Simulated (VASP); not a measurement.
# Zn (Fd-3m) in VASP: notebook

The runs below take Zn through single point, with PBEsol.

All numbers are computed with VASP 6.6.1; they aren't measurements. Logs are shortened: lines on timing, memory, paths and dates and some standing lists are left out, and cuts for length are marked.

### Step 1. The cell of the first run

It takes space group Fd-3m (No. 227, cubic). The conventional cell has a = 5.203 Å, b = 5.203 Å, c = 5.203 Å, α = 90.00°, β = 90.00°, γ = 90.00°. Within 3.0 Å of Zn (site symmetry -43m) lie 4 Zn at 2.25 Å.

This isn't the form of Zn at room conditions, which is hcp.

### Step 2. Single point, PBEsol (17.61 Å³/atom)

Contents of INCAR:

```
PREC     = Accurate       # precision mode
ENCUT    = 520            # plane-wave cutoff, eV
EDIFF    = 1E-7           # SCF threshold, eV
ISMEAR   = -1             # smearing method
SIGMA    = 0.05           # smearing width, eV
LREAL    = F              # projectors in reciprocal space
LASPH    = T              # aspherical terms in the spheres
NELM     = 60             # most SCF steps
ALGO     = Normal         # electronic algorithm
ISIF     = 2              # what is computed and relaxed
LWAVE    = F              # write WAVECAR
LCHARG   = F              # write CHGCAR
GGA      = PS             # functional
NBANDS   = 19             # bands
```

Contents of KPOINTS:

```
Automatic mesh
0
Gamma
  13 13 13
```

Contents of POSCAR:

```
Zn
1.0
    0.0000000000      2.6014793294      2.6014793294
    2.6014793294      0.0000000000      2.6014793294
    2.6014793294      2.6014793294      0.0000000000
Zn
2
Direct
   -0.1250000000     -0.1250000000     -0.1250000000
    0.1250000000      0.1250000000      0.1250000000
```

Potentials or basis: VASP PAW PBE potentials, release 64 (Zn).

Started as:

```bash
cat potpaw_PBE.64/Zn/POTCAR > POTCAR
mpirun -np 1 vasp_std > vasp.out
```

OUTCAR:

```text
PREC = Accurate
   ENCUT = 520
   EDIFF = 1E-7
   ISMEAR = -1
   LREAL = F
   LASPH = T
   NELM = 60
   ISIF = 2
   GGA = PS

 ion  position               nearest neighbor table
   1  0.875  0.875  0.875-   2 2.25   2 2.25   2 2.25   2 2.25
   2  0.125  0.125  0.125-   1 2.25   1 2.25   1 2.25   1 2.25

  LATTYP: Found a face centered cubic cell.
 ALAT       =     5.2029586588

  Lattice vectors:

 A1 = (   0.0000000000,   2.6014793294,   2.6014793294)
 A2 = (   2.6014793294,   0.0000000000,   2.6014793294)
 A3 = (   2.6014793294,   2.6014793294,   0.0000000000)

Analysis of symmetry for initial positions (statically):
=====================================================================
 Subroutine PRICEL returns:
 Original cell was already a primitive cell.

 Routine SETGRP: Setting up the symmetry group for a
 face centered cubic supercell.

 Subroutine GETGRP returns: Found 48 space group operations
 (whereof 12 operations were pure point group operations)
 out of a pool of 48 trial point group operations.

The static configuration has the point symmetry D_3d.
 The point group associated with its full space group is O_h .

Analysis of symmetry for dynamics (positions and initial velocities):
=====================================================================
 Subroutine PRICEL returns:
 Original cell was already a primitive cell.

 Routine SETGRP: Setting up the symmetry group for a
 face centered cubic supercell.

 Subroutine GETGRP returns: Found 48 space group operations
 (whereof 12 operations were pure point group operations)
 out of a pool of 48 trial point group operations.

The dynamic configuration has the point symmetry D_3d.
 The point group associated with its full space group is O_h .

 Subroutine INISYM returns: Found 48 space group operations
 (whereof 12 operations are pure point group operations),
 and found     1 'primitive' translations

----------------------------------------------------------------------------------------

                                     Primitive cell

  volume of cell :      35.2120

  direct lattice vectors                    reciprocal lattice vectors
     0.000000000  2.601479329  2.601479329    -0.192198337  0.192198337  0.192198337
     2.601479329  0.000000000  2.601479329     0.192198337 -0.192198337  0.192198337
     2.601479329  2.601479329  0.000000000     0.192198337  0.192198337 -0.192198337

  length of vectors
     3.679047350  3.679047350  3.679047350     0.332897284  0.332897284  0.332897284

  position of ions in fractional coordinates (direct lattice)
     0.875000000  0.875000000  0.875000000
     0.125000000  0.125000000  0.125000000

  ion indices of the primitive-cell ions
   primitive index   ion index
                 1           1
                 2           2

----------------------------------------------------------------------------------------

 KPOINTS: Automatic mesh

Automatic generation of k-mesh.
 Grid dimensions read from file:
 generate k-points for:   13   13   13

 Generating k-lattice:

  Cartesian coordinates                     Fractional coordinates (reciprocal lattice)
    -0.014784487  0.014784487  0.014784487     0.076923077  0.000000000  0.000000000
     0.014784487 -0.014784487  0.014784487     0.000000000  0.076923077  0.000000000
     0.014784487  0.014784487 -0.014784487     0.000000000  0.000000000  0.076923077

  Length of vectors
     0.025607483  0.025607483  0.025607483

  Shift w.r.t. Gamma in fractional coordinates (k-lattice)
     0.000000000  0.000000000  0.000000000

 Subroutine IBZKPT returns following result:
 ===========================================

 Found     84 irreducible k-points:

 Following reciprocal coordinates:
            Coordinates               Weight
  0.000000  0.000000  0.000000      1.000000
  0.076923  0.000000  0.000000      8.000000
  0.153846  0.000000  0.000000      8.000000
  0.230769  0.000000  0.000000      8.000000
  0.307692  0.000000  0.000000      8.000000
  0.384615  0.000000  0.000000      8.000000
[... 16 lines left out ...]
  0.384615  0.153846  0.000000     24.000000
  0.461538  0.153846  0.000000     24.000000
 [... further k-points ...]
   k-points           NKPTS =     84   k-points in BZ     NKDIM =     84   number of bands    NBANDS=     19
   number of dos      NEDOS =    301   number of ions     NIONS =      2
   total plane-waves  NPLWV =  21952
   dimension x,y,z NGX =    28 NGY =   28 NGZ =   28
   dimension x,y,z NGXF=    56 NGYF=   56 NGZF=   56
   ions per type =               2
   NGX,Y,Z   is equivalent  to a cutoff of  12.65, 12.65, 12.65 a.u.
   NGXF,Y,Z  is equivalent  to a cutoff of  25.30, 25.30, 25.30 a.u.
 SYSTEM =  unknown system
   PREC   = accura    normal or accurate (medium, high low for compatibility)
   ISTART =      0    job   : 0-new  1-cont  2-samecut
   ICHARG =      2    charge: 1-file 2-atom 10-const
   ISPIN  =      1    spin polarized calculation?
   LNONCOLLINEAR =      F non collinear calculations
   LSORBIT =      F    spin-orbit coupling
   LASPH  =      T    aspherical Exc in radial PAW
   ENCUT  =  520.0 eV  38.22 Ry    6.18 a.u.   6.84  6.84  6.84*2*pi/ulx,y,z
   NELM   =     60;   NELMIN=  2; NELMDL= -5     # of ELM steps
   EDIFF  = 0.1E-06   stopping-criterion for ELM
   LREAL  =      F    real-space projection
   EDIFFG = 0.1E-05   stopping-criterion for IOM
   NSW    =      0    number of steps for IOM
   IBRION =     -1    ionic relax: 0-MD 1-quasi-New 2-CG
   NFREE  =      0    steps in history (QN), initial steepest desc. (CG)
   ISIF   =      2    stress and relaxation
   ISYM   =      2    0-nonsym 1-usesym 2-fastsym
   POTIM  = 0.5000    time-step for ionic-motion
   TEBEG  =    0.0;   TEEND  =   0.0 temperature during run
   PSTRESS=    0.0 pullay stress
   NELECT =      24.0000    total number of electrons
   NUPDOWN=      -1.0000    fix difference up-down
   EMIN   =  10.00;   EMAX   =-10.00  energy-range for DOS
   EFERMI =   0.00;   METHOD = LEGACY
   ISMEAR =    -1;   SIGMA  =   0.05  broadening in eV -4-tet -1-fermi 0-gaus
   EFERMI_NEDOS =   21; number of points for ismear=-14 and -15
   IALGO  =     38    algorithm
   IMIX   =      4    mixing-type and parameters
     AMIX     =   0.40;   BMIX     =  1.00
     AMIX_MAG =   1.60;   BMIX_MAG =  1.00
  volume/ion in A,a.u.               =      17.61       118.81
  Fermi-wavevector in a.u.,A,eV,Ry     =   1.440726  2.722578 28.241514  2.075693
  Thomas-Fermi vector in A             =   2.559438
   LORBIT       =      0    0 simple, 1 ext, 2 COOP (PROOUT), +10 PAW based schemes
   GGA     = PS    functional components
   LHFCALC =     F    Hartree Fock is set to
   AEXX    =    0.0000 exact exchange contribution
   IVDW    =     0    specifies the selected vdW correction
   LEPSILON=     F    determine dielectric tensor
   LRPA    =     F    only Hartree local field effects (RPA)
 non-spin polarized calculation
  energy-cutoff  :      520.00
  volume of cell :       35.21
 maximum number of plane-waves:       962
   NGX = 13   NGY = 13   NGZ = 13

 number of electron      23.9999971 magnetization

 Free energy of the ion-electron system (eV)
  ---------------------------------------------------
  ext. energy  EPLUGINS =         0.00000000
  ---------------------------------------------------
  free energy    TOTEN  =        -1.52901893 eV

  energy without entropy =       -1.52347992  energy(sigma->0) =       -1.52624943

 E-fermi :   1.6720     XC(G=0): -10.7126

 val. band max:        1.6589143651   @ k =  -0.3077   0.4615   0.2308
 cond. band min:       1.7709264945   @ k =  -0.4615   0.3846   0.0769
 fundamental gap:      0.1120121294
 Fermi energy:         1.6719971507

 k-point     1 :       0.0000    0.0000    0.0000
  band No.  band energies     occupation
      1      -7.6735      2.00000
      2      -6.6336      2.00000
      3      -6.6336      2.00000
      4      -6.6336      2.00000
      5      -6.5828      2.00000
      6      -6.5828      2.00000
[... 11 lines left out ...]
     18      12.4198      0.00000
     19      12.8264      0.00000

 k-point     2 :       0.0769    0.0000    0.0000
  band No.  band energies     occupation
      1      -7.5813      2.00000
      2      -6.6723      2.00000
      3      -6.6723      2.00000
      4      -6.6305      2.00000
      5      -6.5323      2.00000
      6      -6.5323      2.00000
[... 11 lines left out ...]
     18      12.8328      0.00000
     19      13.5202      0.00000

 k-point     3 :       0.1538    0.0000    0.0000
  band No.  band energies     occupation
      1      -7.3183      2.00000
      2      -6.7093      2.00000
      3      -6.7093      2.00000
      4      -6.6180      2.00000
      5      -6.4656      2.00000
      6      -6.4656      2.00000
[... 11 lines left out ...]
     18      13.3877      0.00000
     19      14.4640      0.00000

 k-point     4 :       0.2308    0.0000    0.0000
  band No.  band energies     occupation
      1      -6.9532      2.00000
      2      -6.7240      2.00000
      3      -6.7240      2.00000
      4      -6.5809      2.00000
      5      -6.4177      2.00000
      6      -6.4177      2.00000
[... 11 lines left out ...]
     18      13.0948      0.00000
     19      14.7060      0.00000

 k-point     5 :       0.3077    0.0000    0.0000
  band No.  band energies     occupation
      1      -6.7166      2.00000
      2      -6.7166      2.00000
      3      -6.7003      2.00000
      4      -6.4693      2.00000
      5      -6.4031      2.00000
      6      -6.4031      2.00000
[... 11 lines left out ...]
     18      12.4736      0.00000
     19      15.7228      0.00000

 k-point     6 :       0.3846    0.0000    0.0000
  band No.  band energies     occupation
      1      -6.6940      2.00000
      2      -6.6940      2.00000
      3      -6.6226      2.00000
      4      -6.4183      2.00000
      5      -6.4183      2.00000
      6      -6.3822      2.00000
[... 11 lines left out ...]
     18      11.9483      0.00000
     19      17.1981      0.00000

 k-point     7 :       0.4615    0.0000    0.0000
  band No.  band energies     occupation
      1      -6.6718      2.00000
      2      -6.6718      2.00000
      3      -6.5877      2.00000
      4      -6.4401      2.00000
      5      -6.4401      2.00000
      6      -6.3743      2.00000
[... 11 lines left out ...]
     18      11.6438      0.00000
     19      18.8037      0.00000

 k-point     8 :       0.0769    0.0769    0.0000
  band No.  band energies     occupation
      1      -7.5501      2.00000
      2      -6.7099      2.00000
      3      -6.6336      2.00000
      4      -6.6336      2.00000
      5      -6.5606      2.00000
      6      -6.4923      2.00000
[... 256 lines left out ...]
 k-point    20 :       0.1538    0.1538    0.0000
  band No.  band energies     occupation
      1      -7.1922      2.00000
      2      -6.7880      2.00000
      3      -6.6346      2.00000
      4      -6.6346      2.00000
      5      -6.4956      2.00000
      6      -6.3709      2.00000
[... 11 lines left out ...]
     18      12.9997      0.00000
     19      15.3509      0.00000

 k-point    21 :       0.2308    0.1538    0.0000
  band No.  band energies     occupation
      1      -6.9036      2.00000
      2      -6.8133      2.00000
      3      -6.6423      2.00000
      4      -6.6239      2.00000
      5      -6.4446      2.00000
      6      -6.3087      2.00000
[... 11 lines left out ...]
     18      13.6859      0.00000
     19      16.1369      0.00000

 k-point    22 :       0.3077    0.1538    0.0000
  band No.  band energies     occupation
      1      -6.8215      2.00000
      2      -6.6862      2.00000
      3      -6.6487      2.00000
      4      -6.4950      2.00000
      5      -6.4010      2.00000
      6      -6.2633      2.00000
[... 11 lines left out ...]
     18      13.6031      0.00000
     19      15.7218      0.00000

 k-point    23 :       0.3846    0.1538    0.0000
  band No.  band energies     occupation
      1      -6.8148      2.00000
      2      -6.6534      2.00000
      3      -6.6452      2.00000
      4      -6.3733      2.00000
      5      -6.3424      2.00000
      6      -6.2562      2.00000
[... 11 lines left out ...]
     18      13.0717      0.00000
     19      15.2979      0.00000

 k-point    24 :       0.4615    0.1538    0.0000
  band No.  band energies     occupation
      1      -6.8016      2.00000
      2      -6.6670      2.00000
      3      -6.6078      2.00000
      4      -6.3491      2.00000
      5      -6.3120      2.00000
      6      -6.2880      2.00000
[... 11 lines left out ...]
     18      13.7378      0.00000
     19      15.2343      0.00000

 [... further k-points ...]

------------------------ aborting loop because EDIFF is reached ----------------------------------------

  FORCE on cell =-STRESS in cart. coord.  units (eV):
  Direction    XX          YY          ZZ          XY          YZ          ZX
  --------------------------------------------------------------------------------------
  -------------------------------------------------------------------------------------
  Total        3.8108674      3.8108674      3.8108674      0.0000000     -0.0000000      0.0000000
  in kB      173.3976819    173.3976819    173.3976819      0.0000000     -0.0000000      0.0000000
  external PRESSURE =     173.3976819 kB  Pullay stress =       0.0000000 kB

 VOLUME and BASIS-vectors are now :
 -----------------------------------------------------------------------------
  energy-cutoff  :      520.00
  volume of cell :       35.21
      direct lattice vectors                 reciprocal lattice vectors
     0.000000000  2.601479329  2.601479329    -0.192198337  0.192198337  0.192198337
     2.601479329  0.000000000  2.601479329     0.192198337 -0.192198337  0.192198337
     2.601479329  2.601479329  0.000000000     0.192198337  0.192198337 -0.192198337

 POSITION                                       TOTAL-FORCE (eV/Angst)
 -----------------------------------------------------------------------------------
      4.55259      4.55259      4.55259         0.000000     -0.000000     -0.000000
      0.65037      0.65037      0.65037        -0.000000      0.000000      0.000000
 -----------------------------------------------------------------------------------
    total drift:                                0.000000      0.000000     -0.000000

  FREE ENERGIE OF THE ION-ELECTRON SYSTEM (eV)
  ---------------------------------------------------
  free  energy   TOTEN  =        -1.5290189349 eV

  energy  without entropy=       -1.5234799231  energy(sigma->0) =       -1.52624943
```

Run time: 21 s. Hardware: 1 thread of Intel Xeon 6975P-C (Granite Rapids), shared host; peak memory 0.18 GiB.

What came out:

- Free energy: -1.5290 eV
- Pressure: 17.3 GPa
- Band gap on the k mesh: zero (bands 12 and 13 overlap by 8.22 eV)

Caveat: the cell stands under pressure; the PAW data sets were made with another functional, which shifts forces and pressure a little.

(Continued in part 2 of 3.)
